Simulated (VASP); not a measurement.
# Au: single point with PBEsol

Crystal: Au.

```xyz
1
Lattice="0.0000 2.0413 2.0413 2.0413 0.0000 2.0413 2.0413 2.0413 0.0000" Properties=species:S:1:pos:R:3 pbc="T T T"
Au    0.0000    0.0000    0.0000
```

```yaml
Program: VASP 6.6.1
Task: single point
Functional: PBEsol
Potentials_or_basis: VASP PAW PBE potentials, release 64 (Au)
Cutoff: 520 eV
k_mesh: 11 × 11 × 11
Occupations: fermi-dirac, width 0.05 eV
Spin: no spin polarisation
```

* Pressure: -0.3 GPa

Levels at points of the mesh, in eV from the Fermi level:
```
           k point  band 4  band 5  band 6  band 7  band 8  band 9
(0.00, 0.00, 0.00)   -4.70   -3.16   -3.16   14.49   18.49   18.49
```

It took 5.9 s on 1 thread of Intel(R) Xeon(R) Platinum 8488C (Sapphire Rapids) (shared host), peak memory 0.14 GiB.

Caveat: the PAW data sets were made with another functional, which shifts forces and pressure a little; spin-orbit coupling is left out, which moves the levels of the heavy elements.
